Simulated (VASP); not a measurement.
The system is HfO2.

```
Hf O
1.0
     5.08032    0.00000    0.00000
     0.00000    5.16487    0.00000
     0.00000    0.00000    4.89088
Hf O
4 8
Direct
  0.22259 0.78180 0.27207
  0.72259 0.71820 0.72793
  0.77741 0.21820 0.27207
  0.27741 0.28180 0.72793
  0.18682 0.16365 0.10453
  0.68682 0.33635 0.89547
  0.81318 0.83635 0.10453
  0.31318 0.66365 0.89547
  0.00000 0.50000 0.48905
  0.50000 0.00000 0.51095
  0.00000 0.00000 0.57562
  0.50000 0.50000 0.42438
```

Base run:

```yaml
Program: VASP 6.6.1
Functional: PBE
Potentials_or_basis: VASP PAW PBE potentials, release 64 (Hf_pv, O)
Cutoff: 520 eV
k_mesh: 4 × 4 × 5
Occupations: fermi-dirac, width 0.05 eV
Spin: no spin polarisation
```

Its results: band gap on the k mesh 3.91 eV; pressure 6.5 GPa; largest force 0.106 eV/Å.

**Question.** After a change of settings the same cell gave: band gap on the k mesh 3.83 eV; pressure 6.5 GPa; largest force 0.106 eV/Å. Which change was it?
A. functional from PBE to RPBE; further incar settings from ALGO = Normal; EDIFF = 1e-07; NBANDS = 56 to ALGO = Normal; EDIFF = 1e-06; NBANDS = 56
B. functional from PBE to PBEsol; further incar settings from ALGO = Normal; EDIFF = 1e-07; NBANDS = 56 to ALGO = Normal; EDIFF = 1e-06; NBANDS = 56
C. k mesh from 4 × 4 × 5 to 9 × 9 × 10; further incar settings from ALGO = Normal; EDIFF = 1e-07; NBANDS = 56 to ALGO = Normal; EDIFF = 1e-06; NBANDS = 56
D. functional from PBE to r2SCAN; further incar settings from ALGO = Normal; EDIFF = 1e-07; NBANDS = 56 to ALGO = Normal; EDIFF = 1e-06; NBANDS = 56

**Answer.** C.

Caveats: the cell stands under pressure; spin-orbit coupling is left out, which moves the levels of the heavy elements; an odd mesh through Γ misses points on the zone boundary, where band edges can lie.
